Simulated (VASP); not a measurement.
Here is a VASP 6.6.1 calculation.

The input INCAR:

```
SYSTEM = Tb3InOs
ALGO = Normal
EDIFF = 1E-6
ENCUT = 600
GGA = PE
GGA_COMPAT = .False.
ISIF = 2
ISMEAR = 0
LASPH = .True.
LCHARG = .False.
LMAXMIX = 6
LREAL = .False.
LWAVE = .False.
NBANDS = 59
NELM = 200
PREC = Accurate
SIGMA = 0.1
```

File KPOINTS:

```
k-points
0
Gamma
  3 3 2
  0 0 0
```

Contents of POSCAR:

```
Tb3InOs
1.0
    6.1707927858      0.0000000031      0.0000000000
   -3.0853963956      5.3440633125      0.0000000000
    0.0000000000      0.0000000000     10.2972731296
Tb In Os
6 2 2
Direct
    0.4472915037      0.0000000000      0.2500000000
    0.0000000000      0.4472915037      0.2500000000
    0.5527084963      0.5527084963      0.2500000000
    0.5527084963      0.0000000000      0.7500000000
    0.0000000000      0.5527084963      0.7500000000
    0.4472915037      0.4472915037      0.7500000000
    0.0000000000      0.0000000000      0.0000000000
    0.0000000000      0.0000000000      0.5000000000
    0.0000000000      0.0000000000      0.2500000000
    0.0000000000      0.0000000000      0.7500000000
```

Potentials or basis: VASP PAW PBE potentials, release 64 (Tb_3, In_d, Os), 4f in core.

The run is started by

```bash
$ cat potpaw_PBE.64/Tb_3/POTCAR potpaw_PBE.64/In_d/POTCAR potpaw_PBE.64/Os/POTCAR > POTCAR
$ mpirun -np 1 vasp_std > vasp.out
```

**Question.** Estimate the largest force.

**Answer.** 0.009 eV/Å.

**Question.** Predict the pressure.

**Answer.** 0.2 GPa.

**Question.** Predict the band gap on the k mesh.

**Answer.** Zero (bands 48 and 49 overlap by 0.55 eV).

Forces in eV/Å, atoms in the order of the input:
```
Tb  -0.009  0.000  0.000
Tb   0.004 -0.008  0.000
Tb   0.004  0.008  0.000
Tb   0.009  0.000  0.000
Tb  -0.004  0.008  0.000
Tb  -0.004 -0.008  0.000
In   0.000  0.000  0.000
In   0.000  0.000  0.000
Os   0.000  0.000  0.000
Os   0.000  0.000  0.000
```

Caveat: the k points lie up to 0.39 Å⁻¹ apart, too coarse for converged energies and pressures of a metal; spin-orbit coupling is left out, which moves the levels of the heavy elements; the 4f electrons are frozen in the core, so they carry no moment and show no levels. Spin polarisation is off, so any magnetic state and its effect on volume and gap are missing.
